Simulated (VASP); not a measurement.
Wanted: the native input for a VASP 6.6.1 run.

```
Task                               : single point
Functional                         : r2SCANh
Potentials or basis                : VASP PAW PBE potentials, release 64 (Sn_d, Se)
Cutoff                             : 440 eV
k mesh                             : 4 × 4 × 2
Occupations                        : gaussian, width 0.01 eV
Spin                               : no spin polarisation
Dipole correction                  : no
Grid for exact exchange (PRECFOCK) : Normal
Further INCAR settings             : ALGO = Normal; EDIFF = 1e-06; NBANDS = 28
Share of exact exchange            : 0.1
```

The system is SnSe, a slab with vacuum.

```xyz
4
Lattice="4.2853 0.0000 0.0000 0.0000 4.2853 0.0000 0.0000 0.0000 10.9907" Properties=species:S:1:pos:R:3 pbc="T T T"
Sn    2.1427    0.0000    4.0911
Sn    0.0000    2.1427    6.8996
Se    2.1427    0.0000    6.7707
Se    0.0000    2.1427    4.2200
```

These files were run (other wordings do the same):

POSCAR

```
SnSe
1.0
    4.2853270000      0.0000000000      0.0000000000
    0.0000000000      4.2853270000      0.0000000000
    0.0000000000      0.0000000000     10.9906920000
Sn Se
2 2
Direct
    0.5000000000      0.0000000000      0.3722290000
    0.0000000000      0.5000000000      0.6277710000
    0.5000000000      0.0000000000      0.6160390000
    0.0000000000      0.5000000000      0.3839610000
```

INCAR.step1

```
SYSTEM = SnSe
PREC = Accurate
ENCUT = 440
EDIFF = 1E-5
ISMEAR = 0
SIGMA = 0.01
LREAL = .FALSE.
LASPH = .TRUE.
NELM = 120
ALGO = Normal
ISIF = 2
LWAVE = .TRUE.
LCHARG = .FALSE.
NBANDS = 28
GGA = PE
GGA_COMPAT = .FALSE.
```

INCAR.step2

```
SYSTEM = SnSe
PREC = Accurate
ENCUT = 440
EDIFF = 1E-6
ISMEAR = 0
SIGMA = 0.01
LREAL = .FALSE.
LASPH = .TRUE.
NELM = 120
ALGO = Normal
ISIF = 2
LWAVE = .FALSE.
LCHARG = .FALSE.
METAGGA = R2SCAN
LHFCALC = .TRUE.
AEXX = 0.1
LMIXTAU = .TRUE.
PRECFOCK = Normal
NBANDS = 28
ISTART = 1
GGA_COMPAT = .FALSE.
```

KPOINTS

```
regular mesh
0
G
  4 4 2
  0 0 0
```

Potentials or basis: VASP PAW PBE potentials, release 64 (Sn_d, Se).

Run with:

```console
$ cat potpaw_PBE.64/Sn_d/POTCAR potpaw_PBE.64/Se/POTCAR > POTCAR
$ cp INCAR.step1 INCAR
$ mpirun -np 1 vasp_std > vasp.out
$ cp INCAR.step2 INCAR
$ mpirun -np 1 vasp_std > vasp.out
```

It gave:

```yaml
Largest_force: 0.146 eV/Å
Band_gap_on_the_k_mesh: 2.34 eV (least direct gap 2.36 eV)
```

Caveat: there is no dipole correction, which matters where the two faces differ; the PAW data sets were made with another functional, which shifts forces and pressure a little; spin-orbit coupling is left out, which moves the levels of the heavy elements.

It took 62 min on 1 thread of Intel(R) Xeon(R) Platinum 8488C (Sapphire Rapids) (shared host), peak memory 0.36 GiB.
